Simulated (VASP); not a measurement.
# BiTe (Fm-3m) in VASP: single point with PBEsol

Aim: the single point of BiTe with PBEsol.

Program: VASP 6.6.1. These are calculated values, not measurements. Logs are shortened: lines on timing, memory, paths and dates and some standing lists are left out, and cuts for length are marked.

### Step 1. The cell of the first run

The structure is cubic, space group Fm-3m (No. 225). Conventional cell: a = 6.394 Å, b = 6.394 Å, c = 6.394 Å, α = 90.00°, β = 90.00°, γ = 90.00°. Within 4.2 Å of Bi (site symmetry m-3m) lie 6 Te at 3.20 Å. Within 4.2 Å of Te (site symmetry m-3m) lie 6 Bi at 3.20 Å.

### Step 2. Single point, PBEsol

The input, INCAR:

```
PREC = Accurate ; ENCUT = 500
EDIFF = 1E-6 ; ISMEAR = 0
SIGMA = 0.15 ; LREAL = False
LASPH = True ; NELM = 120
ALGO = Normal ; ISIF = 2
LWAVE = False ; LCHARG = False
GGA = PS ; NBANDS = 18
GGA_COMPAT = False
```

The input, KPOINTS:

```
regular mesh
0
Gamma
  16 16 16
```

The input, POSCAR:

```
BiTe
1.0
    0.0000000000      3.1971538277      3.1971538277
    3.1971538277      0.0000000000      3.1971538277
    3.1971538277      3.1971538277      0.0000000000
Bi Te
1 1
Direct
    0.0000000000      0.0000000000      0.0000000000
    0.5000000000      0.5000000000      0.5000000000
```

Potentials or basis: VASP PAW PBE potentials, release 64 (Bi_d, Te).

Run with:

```console
$ cat potpaw_PBE.64/Bi_d/POTCAR potpaw_PBE.64/Te/POTCAR > POTCAR
$ mpirun -np 1 vasp_std > vasp.out
```

OUTCAR:

```text
PREC = Accurate
   ENCUT = 500
   EDIFF = 1E-6
   ISMEAR = 0
   LREAL = False
   LASPH = True
   NELM = 120
   ISIF = 2
   GGA = PS

 ion  position               nearest neighbor table
   1  0.000  0.000  0.000-   2 3.20   2 3.20   2 3.20   2 3.20   2 3.20   2 3.20
   2  0.500  0.500  0.500-   1 3.20   1 3.20   1 3.20   1 3.20   1 3.20   1 3.20

  LATTYP: Found a face centered cubic cell.
 ALAT       =     6.3943076554

  Lattice vectors:

 A1 = (   0.0000000000,   3.1971538277,   3.1971538277)
 A2 = (   3.1971538277,   0.0000000000,   3.1971538277)
 A3 = (   3.1971538277,   3.1971538277,   0.0000000000)

Analysis of symmetry for initial positions (statically):
=====================================================================
 Subroutine PRICEL returns:
 Original cell was already a primitive cell.

 Routine SETGRP: Setting up the symmetry group for a
 face centered cubic supercell.

 Subroutine GETGRP returns: Found 48 space group operations
 (whereof 48 operations were pure point group operations)
 out of a pool of 48 trial point group operations.

The static configuration has the point symmetry O_h .

Analysis of symmetry for dynamics (positions and initial velocities):
=====================================================================
 Subroutine PRICEL returns:
 Original cell was already a primitive cell.

 Routine SETGRP: Setting up the symmetry group for a
 face centered cubic supercell.

 Subroutine GETGRP returns: Found 48 space group operations
 (whereof 48 operations were pure point group operations)
 out of a pool of 48 trial point group operations.

The dynamic configuration has the point symmetry O_h .

 Subroutine INISYM returns: Found 48 space group operations
 (whereof 48 operations are pure point group operations),
 and found     1 'primitive' translations

----------------------------------------------------------------------------------------

                                     Primitive cell

  volume of cell :      65.3613

  direct lattice vectors                    reciprocal lattice vectors
     0.000000000  3.197153828  3.197153828    -0.156389097  0.156389097  0.156389097
     3.197153828  0.000000000  3.197153828     0.156389097 -0.156389097  0.156389097
     3.197153828  3.197153828  0.000000000     0.156389097  0.156389097 -0.156389097

  length of vectors
     4.521458304  4.521458304  4.521458304     0.270873862  0.270873862  0.270873862

  position of ions in fractional coordinates (direct lattice)
     0.000000000  0.000000000  0.000000000
     0.500000000  0.500000000  0.500000000

  ion indices of the primitive-cell ions
   primitive index   ion index
                 1           1
                 2           2

----------------------------------------------------------------------------------------

 KPOINTS: regular mesh

Automatic generation of k-mesh.
 Grid dimensions read from file:
 generate k-points for:   16   16   16

 Generating k-lattice:

  Cartesian coordinates                     Fractional coordinates (reciprocal lattice)
    -0.009774319  0.009774319  0.009774319     0.062500000  0.000000000  0.000000000
     0.009774319 -0.009774319  0.009774319     0.000000000  0.062500000  0.000000000
     0.009774319  0.009774319 -0.009774319     0.000000000  0.000000000  0.062500000

  Length of vectors
     0.016929616  0.016929616  0.016929616

  Shift w.r.t. Gamma in fractional coordinates (k-lattice)
     0.000000000  0.000000000  0.000000000

 Subroutine IBZKPT returns following result:
 ===========================================

 Found    145 irreducible k-points:

 Following reciprocal coordinates:
            Coordinates               Weight
  0.000000  0.000000  0.000000      1.000000
  0.062500  0.000000  0.000000      8.000000
  0.125000  0.000000  0.000000      8.000000
  0.187500  0.000000  0.000000      8.000000
  0.250000  0.000000  0.000000      8.000000
  0.312500  0.000000  0.000000      8.000000
[... 16 lines left out ...]
 -0.125000  0.062500  0.000000     24.000000
 -0.062500  0.062500  0.000000     12.000000
 [... further k-points ...]
   k-points           NKPTS =    145   k-points in BZ     NKDIM =    145   number of bands    NBANDS=     18
   number of dos      NEDOS =    301   number of ions     NIONS =      2
   total plane-waves  NPLWV =  46656
   dimension x,y,z NGX =    36 NGY =   36 NGZ =   36
   dimension x,y,z NGXF=    72 NGYF=   72 NGZF=   72
   ions per type =               1   1
   NGX,Y,Z   is equivalent  to a cutoff of  13.24, 13.24, 13.24 a.u.
   NGXF,Y,Z  is equivalent  to a cutoff of  26.47, 26.47, 26.47 a.u.
 SYSTEM =  unknown system
   PREC   = accura    normal or accurate (medium, high low for compatibility)
   ISTART =      0    job   : 0-new  1-cont  2-samecut
   ICHARG =      2    charge: 1-file 2-atom 10-const
   ISPIN  =      1    spin polarized calculation?
   LNONCOLLINEAR =      F non collinear calculations
   LSORBIT =      F    spin-orbit coupling
   LASPH  =      T    aspherical Exc in radial PAW
   ENCUT  =  500.0 eV  36.75 Ry    6.06 a.u.   8.24  8.24  8.24*2*pi/ulx,y,z
   NELM   =    120;   NELMIN=  2; NELMDL= -5     # of ELM steps
   EDIFF  = 0.1E-05   stopping-criterion for ELM
   LREAL  =      F    real-space projection
   EDIFFG = 0.1E-04   stopping-criterion for IOM
   NSW    =      0    number of steps for IOM
   IBRION =     -1    ionic relax: 0-MD 1-quasi-New 2-CG
   NFREE  =      0    steps in history (QN), initial steepest desc. (CG)
   ISIF   =      2    stress and relaxation
   ISYM   =      2    0-nonsym 1-usesym 2-fastsym
   POTIM  = 0.5000    time-step for ionic-motion
   TEBEG  =    0.0;   TEEND  =   0.0 temperature during run
   PSTRESS=    0.0 pullay stress
   NELECT =      21.0000    total number of electrons
   NUPDOWN=      -1.0000    fix difference up-down
   EMIN   =  10.00;   EMAX   =-10.00  energy-range for DOS
   EFERMI =   0.00;   METHOD = LEGACY
   ISMEAR =     0;   SIGMA  =   0.15  broadening in eV -4-tet -1-fermi 0-gaus
   EFERMI_NEDOS =   21; number of points for ismear=-14 and -15
   IALGO  =     38    algorithm
   IMIX   =      4    mixing-type and parameters
     AMIX     =   0.40;   BMIX     =  1.00
     AMIX_MAG =   1.60;   BMIX_MAG =  1.00
  volume/ion in A,a.u.               =      32.68       220.54
  Fermi-wavevector in a.u.,A,eV,Ry     =   1.121264  2.118881 17.105681  1.257232
  Thomas-Fermi vector in A             =   2.257916
   LORBIT       =      0    0 simple, 1 ext, 2 COOP (PROOUT), +10 PAW based schemes
   GGA     = PS    functional components
   LHFCALC =     F    Hartree Fock is set to
   AEXX    =    0.0000 exact exchange contribution
   IVDW    =     0    specifies the selected vdW correction
   LEPSILON=     F    determine dielectric tensor
   LRPA    =     F    only Hartree local field effects (RPA)
 non-spin polarized calculation
 Gauss-broadening in eV      SIGMA  =   0.15
  energy-cutoff  :      500.00
  volume of cell :       65.36
 maximum number of plane-waves:      1678
 NGX is ok and might be reduce to    36
   NGX = 17   NGY = 17   NGZ = 17

 number of electron      21.0000004 magnetization

 Free energy of the ion-electron system (eV)
  ---------------------------------------------------
  ext. energy  EPLUGINS =         0.00000000
  ---------------------------------------------------
  free energy    TOTEN  =        -7.99396295 eV

  energy without entropy =       -7.97797395  energy(sigma->0) =       -7.98596845

 E-fermi :   6.9155     XC(G=0):  -9.7505

 val. band max:        6.9052159607   @ k =   0.3125   0.0000   0.0000
 cond. band min:       6.9211402569   @ k =  -0.1875   0.1250   0.0000
 fundamental gap:      0.0159242962
 Fermi energy:         6.9154800740

 k-point     1 :       0.0000    0.0000    0.0000
  band No.  band energies     occupation
      1     -16.1503      2.00000
      2     -16.1503      2.00000
      3     -16.1434      2.00000
      4     -16.1434      2.00000
      5     -16.1434      2.00000
      6      -6.8613      2.00000
[... 10 lines left out ...]
     17      13.0881      0.00000
     18      13.2672      0.00000

 k-point     2 :       0.0625    0.0000    0.0000
  band No.  band energies     occupation
      1     -16.1504      2.00000
      2     -16.1504      2.00000
      3     -16.1434      2.00000
      4     -16.1432      2.00000
      5     -16.1432      2.00000
      6      -6.8246      2.00000
[... 10 lines left out ...]
     17      13.3528      0.00000
     18      13.5825      0.00000

 k-point     3 :       0.1250    0.0000    0.0000
  band No.  band energies     occupation
      1     -16.1509      2.00000
      2     -16.1509      2.00000
      3     -16.1431      2.00000
      4     -16.1425      2.00000
      5     -16.1425      2.00000
      6      -6.7150      2.00000
[... 10 lines left out ...]
     17      14.0243      0.00000
     18      14.3679      0.00000

 k-point     4 :       0.1875    0.0000    0.0000
  band No.  band energies     occupation
      1     -16.1517      2.00000
      2     -16.1517      2.00000
      3     -16.1428      2.00000
      4     -16.1412      2.00000
      5     -16.1412      2.00000
      6      -6.5334      2.00000
[... 375 lines left out ...]
      4     -16.1410      2.00000
      5     -16.1400      2.00000
      6      -6.4261      2.00000
[... 10 lines left out ...]
     17      14.5242      0.00000
     18      15.8334      0.00000

 k-point    23 :      -0.1250    0.0625    0.0000
  band No.  band energies     occupation
      1     -16.1518      2.00000
      2     -16.1507      2.00000
      3     -16.1431      2.00000
      4     -16.1422      2.00000
      5     -16.1414      2.00000
      6      -6.6304      2.00000
[... 10 lines left out ...]
     17      13.8195      0.00000
     18      14.8209      0.00000

 k-point    24 :      -0.0625    0.0625    0.0000
  band No.  band energies     occupation
      1     -16.1510      2.00000
      2     -16.1503      2.00000
      3     -16.1433      2.00000
      4     -16.1429      2.00000
      5     -16.1425      2.00000
      6      -6.7637      2.00000
[... 10 lines left out ...]
     17      13.4584      0.00000
     18      14.0163      0.00000

 [... further k-points ...]

------------------------ aborting loop because EDIFF is reached ----------------------------------------

  FORCE on cell =-STRESS in cart. coord.  units (eV):
  Direction    XX          YY          ZZ          XY          YZ          ZX
  --------------------------------------------------------------------------------------
  -------------------------------------------------------------------------------------
  Total        0.0183710      0.0183710      0.0183710      0.0000000     -0.0000000      0.0000000
  in kB        0.4503214      0.4503214      0.4503214      0.0000000     -0.0000000      0.0000000
  external PRESSURE =       0.4503214 kB  Pullay stress =       0.0000000 kB

 VOLUME and BASIS-vectors are now :
 -----------------------------------------------------------------------------
  energy-cutoff  :      500.00
  volume of cell :       65.36
      direct lattice vectors                 reciprocal lattice vectors
     0.000000000  3.197153828  3.197153828    -0.156389097  0.156389097  0.156389097
     3.197153828  0.000000000  3.197153828     0.156389097 -0.156389097  0.156389097
     3.197153828  3.197153828  0.000000000     0.156389097  0.156389097 -0.156389097

 POSITION                                       TOTAL-FORCE (eV/Angst)
 -----------------------------------------------------------------------------------
      0.00000      0.00000      0.00000         0.000000     -0.000000      0.000000
      3.19715      3.19715      3.19715        -0.000000      0.000000     -0.000000
 -----------------------------------------------------------------------------------
    total drift:                               -0.000000      0.000000      0.000000

  FREE ENERGIE OF THE ION-ELECTRON SYSTEM (eV)
  ---------------------------------------------------
  free  energy   TOTEN  =        -7.9939629482 eV

  energy  without entropy=       -7.9779739484  energy(sigma->0) =       -7.98596845
```

Wall time 4.4 min (1 thread of Oxide Virtual Turin-like, shared host); peak memory 0.28 GiB.

What came out:

```
Free energy            : -7.9940 eV
Pressure               : 0.0 GPa
Band gap on the k mesh : zero (an odd number of electrons rules out a gap without spin polarisation)
```

Caveat: the PAW data sets were made with another functional, which shifts forces and pressure a little; spin-orbit coupling is left out, which moves the levels of the heavy elements; an odd number of electrons without spin polarisation forces a metal; a magnetic or distorted state may lie lower.
